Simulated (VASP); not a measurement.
# WSe2 in VASP: single point with PBEsol

Aim: the single point of WSe2 with PBEsol.

Program: VASP 6.6.1. These are calculated values, not measurements. Logs are shortened: lines on timing, memory, paths and dates and some standing lists are left out, and cuts for length are marked.

## (1) The cell of the first run

The cell holds a slab with vacuum, 3 atoms: a = 3.270 Å, b = 3.369 Å, c = 16.661 Å, α = 90.00°, β = 90.00°, γ = 119.04°.

## (2) Single point, PBEsol (strain +0.0400 x Voigt [0, 1, 0, 0, 0, 0])

Input file INCAR:

```
PREC     = Accurate       # precision mode
ENCUT    = 520            # plane-wave cutoff, eV
EDIFF    = 1E-6           # SCF threshold, eV
ISMEAR   = 0              # smearing method
SIGMA    = 0.05           # smearing width, eV
LREAL    = False          # projectors in reciprocal space
LASPH    = True           # aspherical terms in the spheres
NELM     = 60             # most SCF steps
ALGO     = Normal         # electronic algorithm
ISIF     = 2              # what is computed and relaxed
LWAVE    = False          # write WAVECAR
LCHARG   = False          # write CHGCAR
GGA      = PS             # functional
NBANDS   = 20             # bands
```

Input file KPOINTS:

```
regular mesh
0
Gamma
  12 12 2
```

Input file POSCAR:

```
WSe2
1.0
    3.2702526784      0.0000000000      0.0000000000
   -1.6351263392      2.9454067721      0.0000000000
    0.0000000000      0.0000000000     16.6612169706
W Se
1 2
Direct
    0.0000000000      0.0000000000      0.0000000000
    0.3333333333      0.6666666667      0.1003992721
    0.3333333333      0.6666666667      0.8996007279
```

Potentials or basis: VASP PAW PBE potentials, release 64 (W_sv, Se).

The run is started by

```
cat potpaw_PBE.64/W_sv/POTCAR potpaw_PBE.64/Se/POTCAR > POTCAR
mpirun -np 1 vasp_std > vasp.out
```

OUTCAR:

```text
PREC = Accurate
   ENCUT = 520
   EDIFF = 1E-6
   ISMEAR = 0
   LREAL = False
   LASPH = True
   NELM = 60
   ISIF = 2
   GGA = PS

 ion  position               nearest neighbor table
   1  0.000  0.000  0.000-   2 2.54   3 2.54   2 2.54   3 2.54   2 2.58   3 2.58
   2  0.333  0.667  0.100-   1 2.54   1 2.54   1 2.58
   3  0.333  0.667  0.900-   1 2.54   1 2.54   1 2.58

  LATTYP: Found a base centered orthorhombic cell.
 ALAT       =     3.2702526784
 B/A-ratio  =     1.8013328398
 C/A-ratio  =     5.0947797033

  Lattice vectors:

 A1 = (   1.6351263392,  -2.9454067721,   0.0000000000)
 A2 = (   1.6351263392,   2.9454067721,   0.0000000000)
 A3 = (   0.0000000000,   0.0000000000,  16.6612169706)

Analysis of symmetry for initial positions (statically):
=====================================================================
 Subroutine PRICEL returns:
 Original cell was already a primitive cell.

 Routine SETGRP: Setting up the symmetry group for a
 base centered orthorhombic supercell.

 Subroutine GETGRP returns: Found  4 space group operations
 (whereof  4 operations were pure point group operations)
 out of a pool of  8 trial point group operations.

The static configuration has the point symmetry C_2v.

Analysis of symmetry for dynamics (positions and initial velocities):
=====================================================================
 Subroutine PRICEL returns:
 Original cell was already a primitive cell.

 Routine SETGRP: Setting up the symmetry group for a
 base centered orthorhombic supercell.

 Subroutine GETGRP returns: Found  4 space group operations
 (whereof  4 operations were pure point group operations)
 out of a pool of  8 trial point group operations.

The dynamic configuration has the point symmetry C_2v.

 Subroutine INISYM returns: Found  4 space group operations
 (whereof  4 operations are pure point group operations),
 and found     1 'primitive' translations

----------------------------------------------------------------------------------------

                                     Primitive cell

  volume of cell :     160.4846

  direct lattice vectors                    reciprocal lattice vectors
     3.270252678  0.000000000  0.000000000     0.305786769  0.169755840  0.000000000
    -1.635126339  2.945406772  0.000000000     0.000000000  0.339511679  0.000000000
[... 72 lines left out ...]
   dimension x,y,z NGX =    24 NGY =   28 NGZ =  126
   dimension x,y,z NGXF=    48 NGYF=   56 NGZF=  252
   ions per type =               1   2
   NGX,Y,Z   is equivalent  to a cutoff of  12.20, 13.82, 12.57 a.u.
   NGXF,Y,Z  is equivalent  to a cutoff of  24.40, 27.63, 25.14 a.u.
 SYSTEM =  unknown system
   PREC   = accura    normal or accurate (medium, high low for compatibility)
   ISTART =      0    job   : 0-new  1-cont  2-samecut
   ICHARG =      2    charge: 1-file 2-atom 10-const
   ISPIN  =      1    spin polarized calculation?
   LNONCOLLINEAR =      F non collinear calculations
   LSORBIT =      F    spin-orbit coupling
   LASPH  =      T    aspherical Exc in radial PAW
   ENCUT  =  520.0 eV  38.22 Ry    6.18 a.u.   6.08  6.26 30.98*2*pi/ulx,y,z
   NELM   =     60;   NELMIN=  2; NELMDL= -5     # of ELM steps
   EDIFF  = 0.1E-05   stopping-criterion for ELM
   LREAL  =      F    real-space projection
[... 7 lines left out ...]
   TEBEG  =    0.0;   TEEND  =   0.0 temperature during run
   PSTRESS=    0.0 pullay stress
   NELECT =      26.0000    total number of electrons
   NUPDOWN=      -1.0000    fix difference up-down
   EMIN   =  10.00;   EMAX   =-10.00  energy-range for DOS
   EFERMI =   0.00;   METHOD = LEGACY
   ISMEAR =     0;   SIGMA  =   0.05  broadening in eV -4-tet -1-fermi 0-gaus
   EFERMI_NEDOS =   21; number of points for ismear=-14 and -15
   IALGO  =     38    algorithm
   IMIX   =      4    mixing-type and parameters
     AMIX     =   0.40;   BMIX     =  1.00
     AMIX_MAG =   1.60;   BMIX_MAG =  1.00
  volume/ion in A,a.u.               =      53.49       361.00
  Fermi-wavevector in a.u.,A,eV,Ry     =   0.892459  1.686503 10.836805  0.796483
  Thomas-Fermi vector in A             =   2.014411
   LORBIT       =      0    0 simple, 1 ext, 2 COOP (PROOUT), +10 PAW based schemes
   GGA     = PS    functional components
   LHFCALC =     F    Hartree Fock is set to
   AEXX    =    0.0000 exact exchange contribution
   IVDW    =     0    specifies the selected vdW correction
   LEPSILON=     F    determine dielectric tensor
   LRPA    =     F    only Hartree local field effects (RPA)
 non-spin polarized calculation
 Gauss-broadening in eV      SIGMA  =   0.05
  energy-cutoff  :      520.00
  volume of cell :      160.48
 maximum number of plane-waves:      4352
   NGX = 13   NGY = 13   NGZ = 61

 number of electron      25.9999996 magnetization

 Free energy of the ion-electron system (eV)
  ---------------------------------------------------
  ext. energy  EPLUGINS =         0.00000000
  ---------------------------------------------------
  free energy    TOTEN  =       -23.17373678 eV

  energy without entropy =      -23.17373678  energy(sigma->0) =      -23.17373678

 E-fermi :  -0.6098     XC(G=0):  -4.7703

 val. band max:       -1.0018721081   @ k =   0.3333   0.3333   0.0000
 cond. band min:       0.4781034120   @ k =   0.3333   0.3333   0.5000
 fundamental gap:      1.4799755201
 Fermi energy:        -0.6098289161

 k-point     1 :       0.0000    0.0000    0.0000
  band No.  band energies     occupation
      1     -75.0452      2.00000
      2     -39.2598      2.00000
      3     -39.1939      2.00000
      4     -39.1286      2.00000
      5     -15.6536      2.00000
      6     -14.4088      2.00000
[... 541 lines left out ...]
     19       6.7791      0.00000
     20       7.3398      0.00000

 [... further k-points ...]
[... 5 lines left out ...]
  --------------------------------------------------------------------------------------
  -------------------------------------------------------------------------------------
  Total       -0.7745866     -3.1820174     -1.2178214      0.0000000      0.0000000      0.0000000
  in kB       -7.7329864    -31.7672650    -12.1579641      0.0000000      0.0000000      0.0000000
  external PRESSURE =     -17.2194052 kB  Pullay stress =       0.0000000 kB

 VOLUME and BASIS-vectors are now :
 -----------------------------------------------------------------------------
  energy-cutoff  :      520.00
  volume of cell :      160.48
      direct lattice vectors                 reciprocal lattice vectors
     3.270252678  0.000000000  0.000000000     0.305786769  0.169755840  0.000000000
    -1.635126339  2.945406772  0.000000000     0.000000000  0.339511679  0.000000000
     0.000000000  0.000000000 16.661216971     0.000000000  0.000000000  0.060019625

 POSITION                                       TOTAL-FORCE (eV/Angst)
 -----------------------------------------------------------------------------------
      0.00000      0.00000      0.00000        -0.000000      0.226341      0.000000
     -0.00000      1.96360      1.67277         0.000000     -0.113171     -0.360453
     -0.00000      1.96360     14.98844         0.000000     -0.113171      0.360453
 -----------------------------------------------------------------------------------
    total drift:                               -0.000000     -0.000047      0.000000

  FREE ENERGIE OF THE ION-ELECTRON SYSTEM (eV)
  ---------------------------------------------------
  free  energy   TOTEN  =       -23.1737367839 eV

  energy  without entropy=      -23.1737367839  energy(sigma->0) =      -23.17373678
```

stdout:

```text
POSCAR found type information on POSCAR W Se
 POSCAR found :  2 types and       3 ions
 scaLAPACK will be used
 -----------------------------------------------------------------------------
|                                                                             |
|                                                                             |
|     You enforced a specific xc type in the INCAR file but a different       |
|     I HOPE YOU KNOW WHAT YOU ARE DOING!                                     |
|                                                                             |
 -----------------------------------------------------------------------------

 LDA part: xc-table for (Slater+PW92), standard interpolation
 POSCAR, INCAR and KPOINTS ok, starting setup
 FFT: planning ... GRIDC
 FFT: planning ... GRID_SOFT
 FFT: planning ... GRID
 WAVECAR not read
 entering main loop
```

Wall time 3.1 min (1 thread of Intel Xeon Platinum 8559C (Emerald Rapids), shared host); peak memory 0.46 GiB.

What came out:

| Item | Value |
| --- | --- |
| Free energy | -23.1737 eV |
| Largest force | 0.378 eV/Å |
| Band gap on the k mesh | 1.48 eV, direct |

Forces on the atoms (eV/Å):
```
W    0.000  0.226  0.000
Se   0.000 -0.113 -0.360
Se   0.000 -0.113  0.360
```

Levels at points of the mesh, in eV from the valence-band top:
| k point | band 9 | band 10 | band 11 | band 12 | band 13 | band 14 | band 15 | band 16 | band 17 | band 18 |
| --- | --- | --- | --- | --- | --- | --- | --- | --- | --- | --- |
| (0.00, 0.00, 0.00) | -2.13 | -2.09 | -1.34 | -1.17 | -0.27 | 2.69 | 2.89 | 3.05 | 3.22 | 4.21 |
| (0.50, 0.00, 0.00) | -4.09 | -3.10 | -2.01 | -1.11 | -0.91 | 2.22 | 2.76 | 3.60 | 4.28 | 4.35 |
| (0.00, 0.50, 0.00) | -4.16 | -2.71 | -2.14 | -1.06 | -0.70 | 2.29 | 2.61 | 3.69 | 4.18 | 4.46 |
| (0.00, 0.00, 0.50) | -2.13 | -2.09 | -1.34 | -1.17 | -0.27 | 2.69 | 2.89 | 3.05 | 3.22 | 4.26 |
| (0.50, 0.00, 0.50) | -4.09 | -3.10 | -2.01 | -1.11 | -0.91 | 2.22 | 2.76 | 3.60 | 4.28 | 4.35 |
| (0.00, 0.50, 0.50) | -4.16 | -2.71 | -2.14 | -1.06 | -0.70 | 2.29 | 2.61 | 3.69 | 4.18 | 4.46 |

Caveat: the cell differs from its parent crystal (strain +0.0400 x Voigt [0, 1, 0, 0, 0, 0]); the PAW data sets were made with another functional, which shifts forces and pressure a little; spin-orbit coupling is left out, which moves the levels of the heavy elements.
